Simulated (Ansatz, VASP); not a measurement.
## One calculation of La, two programs

File INCAR:

```
SYSTEM = La
PREC = Accurate ; ENCUT = 500
EDIFF = 1E-6 ; ISMEAR = -1
SIGMA = 0.08 ; LREAL = .False.
LASPH = .True. ; NELM = 200
ALGO = Normal ; ISIF = 2
LWAVE = .False. ; LCHARG = .False.
GGA = PE ; NBANDS = 24
GGA_COMPAT = .False. ; LMAXMIX = 6
```

KPOINTS

```
regular mesh
0
Gamma
  7 7 9
  0 0 0
```

Contents of POSCAR:

```
La
1.0
    4.5349061874      0.0000000000      0.0000000000
   -2.2674530937      3.9273439621      0.0000000000
    0.0000000000      0.0000000000      2.6937669229
La
3
Direct
    0.0000000000      0.0000000000      0.0000000000
    0.3333333333      0.6666666667      0.5000000000
    0.6666666667      0.3333333333      0.5000000000
```

Input for Ansatz:

```yaml
crystal:
  lattice:
    - [4.5349061874, 0.0, 0.0]
    - [-2.2674530937, 3.9273439621, 0.0]
    - [0.0, 0.0, 2.6937669229]
  atoms:
    - { symbol: La, position: [0.0, 0.0, 0.0] }
    - { symbol: La, position: [0.3333333333, 0.6666666667, 0.5] }
    - { symbol: La, position: [0.6666666667, 0.3333333333, 0.5] }
kpoints:
  mp_grid: { grid: [7, 7, 9] }
  band_path:
    path:
      - [0.0, 0.0, 0.0]
      - [0.5, 0.0, 0.0]
      - [0.3333333333, 0.3333333333, 0.0]
      - [0.0, 0.0, 0.0]
      - [0.0, 0.0, 0.5]
      - [0.5, 0.0, 0.5]
      - [0.3333333333, 0.3333333333, 0.5]
      - [0.0, 0.0, 0.5]
      - [0.5, 0.0, 0.5]
    npoints: 8
scf:
  occupations: { method: fermi_dirac, width: 0.08 }
hamiltonian:
  xc: pbe
  pseudopotentials: { kind: all_electron, lapw: { basis_error: 0.001 } }
output:
  forces: true
  stress: true
  eigenvalues: true
  populations: true
  dos: { projected: true, de: 0.2, e_range: [-14, 8] }
```

Change from the starting cell: volume scaled by 0.43, LAPW.

Alike in both runs: task single point; functional PBE; k mesh 7 × 7 × 9; occupations fermi-dirac, width 0.08 eV; no spin polarisation.

|  | VASP | Ansatz |
| --- | --- | --- |
| version | VASP 6.6.1 | Ansatz 0.2.0 |
| potentials or method | VASP PAW PBE potentials, release 64 (La), cutoff 500 eV | all-electron LAPW, scalar-relativistic |

VASP gave:

- pressure (GPa): 114.8
- traceless stress, the component that is largest in VASP (GPa): -0.01

Question: Which values does Ansatz return?

Answer: Pressure (GPa): 114.3; traceless stress, the component that is largest in VASP (GPa): 0.12.

Both programs put the cell under a high pressure, so it lies far from rest at this level. Ansatz ran all-electron here, and VASP with PAW potentials.

Neither program's run includes spin-orbit coupling. Noted on VASP's run: the cell as given lies far from equilibrium.
